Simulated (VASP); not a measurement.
# Br (Cmce) in VASP: notebook, part 2 of 2

VASP 6.6.1. The steps go on from the part before.

**3. Single point, PBE**

This run uses another cell than the first one, of 34.67 Å³/atom, 1.041 times its volume.

File INCAR:

```
PREC = Accurate ; ENCUT = 520
EDIFF = 1E-6 ; ISMEAR = -1
SIGMA = 0.05 ; LREAL = F
LASPH = T ; NELM = 60
ALGO = Normal ; ISIF = 2
LWAVE = F ; LCHARG = F
GGA = PE ; NBANDS = 22
```

File KPOINTS:

```
Automatic mesh
0
Gamma
  7 7 3
```

File POSCAR:

```
Br
1.0
    3.3855238279     -2.3379315741      0.0000000000
    3.3855238279      2.3379315741      0.0000000000
    0.0000000000      0.0000000000      8.7599328054
Br
4
Direct
    0.3651000000      0.6349000000      0.3901000000
    0.1349000000      0.8651000000      0.8901000000
    0.6349000000      0.3651000000      0.6099000000
    0.8651000000      0.1349000000      0.1099000000
```

Potentials or basis: VASP PAW PBE potentials, release 64 (Br).

The run is started by

```console
$ cat potpaw_PBE.64/Br/POTCAR > POTCAR
$ mpirun -np 1 vasp_std > vasp.out
```

OUTCAR:

```text
PREC = Accurate
   ENCUT = 520
   EDIFF = 1E-6
   ISMEAR = -1
   LREAL = F
   LASPH = T
   NELM = 60
   ISIF = 2
   GGA = PE

 ion  position               nearest neighbor table
   1  0.365  0.635  0.390-   3 2.30
   2  0.135  0.865  0.890-   4 2.30
   3  0.635  0.365  0.610-   1 2.30
   4  0.865  0.135  0.110-   2 2.30

  LATTYP: Found a base centered orthorhombic cell.
 ALAT       =     4.6758631482
 B/A-ratio  =     1.4480850789
 C/A-ratio  =     1.8734365245

  Lattice vectors:

 A1 = (  -3.3855238279,  -2.3379315741,   0.0000000000)
 A2 = (   3.3855238279,  -2.3379315741,   0.0000000000)
 A3 = (   0.0000000000,   0.0000000000,   8.7599328054)

Analysis of symmetry for initial positions (statically):
=====================================================================
 Subroutine PRICEL returns:
 Original cell was already a primitive cell.

 Routine SETGRP: Setting up the symmetry group for a
 base centered orthorhombic supercell.

 Subroutine GETGRP returns: Found  8 space group operations
 (whereof  4 operations were pure point group operations)
 out of a pool of  8 trial point group operations.

The static configuration has the point symmetry C_2h.
 The point group associated with its full space group is D_2h.

Analysis of symmetry for dynamics (positions and initial velocities):
=====================================================================
 Subroutine PRICEL returns:
 Original cell was already a primitive cell.

 Routine SETGRP: Setting up the symmetry group for a
 base centered orthorhombic supercell.

 Subroutine GETGRP returns: Found  8 space group operations
 (whereof  4 operations were pure point group operations)
 out of a pool of  8 trial point group operations.

The dynamic configuration has the point symmetry C_2h.
 The point group associated with its full space group is D_2h.

 Subroutine INISYM returns: Found  8 space group operations
 (whereof  4 operations are pure point group operations),
 and found     1 'primitive' translations

[... 110 lines left out ...]
   NUPDOWN=      -1.0000    fix difference up-down
   EMIN   =  10.00;   EMAX   =-10.00  energy-range for DOS
   EFERMI =   0.00;   METHOD = LEGACY
   ISMEAR =    -1;   SIGMA  =   0.05  broadening in eV -4-tet -1-fermi 0-gaus
   EFERMI_NEDOS =   21; number of points for ismear=-14 and -15
   IALGO  =     38    algorithm
   IMIX   =      4    mixing-type and parameters
     AMIX     =   0.40;   BMIX     =  1.00
     AMIX_MAG =   1.60;   BMIX_MAG =  1.00
  volume/ion in A,a.u.               =      34.67       233.95
  Fermi-wavevector in a.u.,A,eV,Ry     =   0.960428  1.814945 12.550306  0.922421
  Thomas-Fermi vector in A             =   2.089711
   LORBIT       =      0    0 simple, 1 ext, 2 COOP (PROOUT), +10 PAW based schemes
   GGA     = PE    functional components
   LHFCALC =     F    Hartree Fock is set to
   AEXX    =    0.0000 exact exchange contribution
   IVDW    =     0    specifies the selected vdW correction
   LEPSILON=     F    determine dielectric tensor
   LRPA    =     F    only Hartree local field effects (RPA)
 non-spin polarized calculation
  energy-cutoff  :      520.00
  volume of cell :      138.67
 maximum number of plane-waves:      3760
   NGX = 15   NGY = 15   NGZ = 33

 number of electron      27.9999999 magnetization

 Free energy of the ion-electron system (eV)
  ---------------------------------------------------
  ext. energy  EPLUGINS =         0.00000000
  ---------------------------------------------------
  free energy    TOTEN  =        -6.39868268 eV

  energy without entropy =       -6.39868267  energy(sigma->0) =       -6.39868267

 E-fermi :   0.4376     XC(G=0):  -7.7736

 val. band max:       -0.5163352435   @ k =  -0.4286   0.4286   0.0000
 cond. band min:       1.3258518821   @ k =   0.0000   0.0000   0.0000
 fundamental gap:      1.8421871256
 Fermi energy:         0.4375844982

 k-point     1 :       0.0000    0.0000    0.0000
  band No.  band energies     occupation
      1     -16.3089      2.00000
      2     -16.0065      2.00000
      3     -13.5702      2.00000
      4     -12.9413      2.00000
      5      -5.3241      2.00000
      6      -4.3760      2.00000
[... 589 lines left out ...]
     21       9.1536      0.00000
     22       9.3357      0.00000

 [... further k-points ...]
[... 5 lines left out ...]
  --------------------------------------------------------------------------------------
  -------------------------------------------------------------------------------------
  Total        0.9362171      0.6374032      1.6751561      0.0000000      0.0000000      0.0000000
  in kB       10.8167982      7.3643835     19.3542978      0.0000000      0.0000000      0.0000000
  external PRESSURE =      12.5118265 kB  Pullay stress =       0.0000000 kB

 VOLUME and BASIS-vectors are now :
 -----------------------------------------------------------------------------
  energy-cutoff  :      520.00
  volume of cell :      138.67
      direct lattice vectors                 reciprocal lattice vectors
     3.385523828 -2.337931574  0.000000000     0.147687633 -0.213864257  0.000000000
     3.385523828  2.337931574  0.000000000     0.147687633  0.213864257  0.000000000
     0.000000000  0.000000000  8.759932805     0.000000000  0.000000000  0.114156127

 POSITION                                       TOTAL-FORCE (eV/Angst)
 -----------------------------------------------------------------------------------
      3.38552      0.63077      3.41725         0.000000      0.293997     -0.589664
      3.38552      1.70716      7.79722         0.000000     -0.293997     -0.589664
      3.38552     -0.63077      5.34268         0.000000     -0.293997      0.589664
      3.38552     -1.70716      0.96272         0.000000      0.293997      0.589664
 -----------------------------------------------------------------------------------
    total drift:                               -0.000000      0.000000     -0.000000

  FREE ENERGIE OF THE ION-ELECTRON SYSTEM (eV)
  ---------------------------------------------------
  free  energy   TOTEN  =        -6.3986826762 eV

  energy  without entropy=       -6.3986826702  energy(sigma->0) =       -6.39868267
```

stdout:

```text
POSCAR found type information on POSCAR Br
 POSCAR found :  1 types and       4 ions
 scaLAPACK will be used
 LDA part: xc-table for (Slater+PW92), standard interpolation
 POSCAR, INCAR and KPOINTS ok, starting setup
 FFT: planning ... GRIDC
 FFT: planning ... GRID_SOFT
 FFT: planning ... GRID
 WAVECAR not read
 entering main loop
```

Wall time 28 s (1 thread of Intel Xeon 6975P-C (Granite Rapids), shared host); peak memory 0.26 GiB.

What came out:

| Item | Value |
| --- | --- |
| Free energy | -6.3987 eV |
| Pressure | 1.3 GPa |
| Largest force | 0.659 eV/Å |
| Band gap on the k mesh | 1.84 eV, indirect (least direct gap 1.86 eV) |

Forces in eV/Å, atoms in the order of the input:
```
Br   0.000  0.294 -0.590
Br   0.000 -0.294 -0.590
Br   0.000 -0.294  0.590
Br   0.000  0.294  0.590
```

Stress tensor (GPa, compression positive):
```
1.08 0.00 0.00
0.00 0.74 0.00
0.00 0.00 1.94
```

Levels at points of the mesh, in eV from the valence-band top:
```csv
k point,band 11,band 12,band 13,band 14,band 15,band 16,band 17,band 18
"(0.00, 0.00, 0.00)",-0.89,-0.32,-0.06,-0.02,1.84,2.58,5.99,6.72
```

A k mesh can miss the band edges. Expect the measured gap to be larger: semilocal functionals such as PBE lack the derivative discontinuity.
